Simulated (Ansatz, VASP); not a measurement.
Zr in VASP and in Ansatz

```
CELL_PARAMETERS angstrom
-1.81000 1.81000 1.82810
1.81000 -1.81000 1.82810
1.81000 1.81000 -1.82810
ATOMIC_POSITIONS crystal
Zr 0.00000 0.00000 0.00000
```

Change from the starting cell: zz strain of +1 %.

Alike in both runs: task single point; functional PBE; k mesh 14 × 14 × 14; occupations fermi-dirac, width 0.08 eV; no spin polarisation.

|  | VASP | Ansatz |
| --- | --- | --- |
| version | VASP 6.6.1 | Ansatz 0.2.0 |
| potentials or method | VASP PAW PBE potentials, release 64 (Zr_sv), cutoff 520 eV | all-electron LAPW, scalar-relativistic |

```tsv
	VASP	Ansatz	Ansatz less VASP
pressure (GPa)	-3.8	-3.8	-0.01
traceless stress, the component that is largest in VASP (GPa)	0.07	0.07	-0.001
```

Ansatz ran all-electron here, and VASP with PAW potentials.
